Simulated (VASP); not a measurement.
A run of VASP 6.6.1 is set up as follows.

INCAR

```
SYSTEM = Li7Br8
  PREC = Accurate
  ENCUT = 520
  EDIFF = 1E-7
  ISMEAR = -1
  SIGMA = 0.05
  LREAL = Auto
  LASPH = .True.
  NELM = 100
  ALGO = Normal
  ISIF = 2
  LWAVE = .False.
  LCHARG = .False.
  GGA = PE
  IVDW = 12
  NBANDS = 52
  NELECT = 78.0
```

Contents of KPOINTS:

```
Automatic mesh
0
Gamma
  2 2 2
  0 0 0
```

The input POSCAR:

```
Li7Br8
1.0
    0.0000000000      5.5563130000      5.5563130000
    5.5563130000      0.0000000000      5.5563130000
    5.5563130000      5.5563130000      0.0000000000
Li Br
7 8
Direct
   -0.0287690776      0.0013768123      0.0273832666
   -0.0144610284      0.0336104176      0.4718146728
    0.0089717768      0.5107073702     -0.0507260840
   -0.0255745132      0.4842599760      0.5230986807
    0.4346407411      0.0828607028     -0.0285081132
    0.5160616402     -0.1169480553      0.5145858414
    0.4734614483      0.4790046925      0.0427621698
    0.2527485403      0.2627551760      0.2842442461
    0.2518306654      0.2846761872      0.7322931592
    0.1967491752      0.7880225610      0.2404652150
    0.2603615023      0.7222145333      0.7587495521
    0.7227814560      0.2776121504      0.2969415150
    0.7822363499      0.2265801081      0.7336969678
    0.7935568065      0.7388442660      0.2304495805
    0.6802082604      0.7622410761      0.7628889877
```

Potentials or basis: VASP PAW PBE potentials, release 64 (Li_sv, Br).

Launch:

```sh
$ cat potpaw_PBE.64/Li_sv/POTCAR potpaw_PBE.64/Br/POTCAR > POTCAR
$ mpirun -np 1 vasp_std > vasp.out
```

Q: Predict the largest force.

A: 1.027 eV/Å.

Q: Predict the dispersion energy per atom.

A: -0.222 eV.

Forces in eV/Å, atoms in the order of the input:
```
Li  -0.005 -0.211  0.193
Li  -0.125  0.077 -0.056
Li   0.322 -0.061 -0.159
Li   0.116 -0.045  0.217
Li  -0.152  0.434 -0.082
Li  -0.010 -0.309  0.345
Li   0.152  0.018  0.448
Br  -0.824 -0.009 -0.326
Br   0.229 -0.330 -0.529
Br   0.241  0.565  0.497
Br   0.205 -0.292 -0.358
Br  -0.792 -0.583  0.296
Br   0.582  0.396 -0.380
Br   0.163 -0.452 -0.406
Br  -0.101  0.802  0.300
```

Caveat: the k points lie up to 0.49 Å⁻¹ apart; the cell carries a net charge on a neutralising background, which shifts energy and pressure.
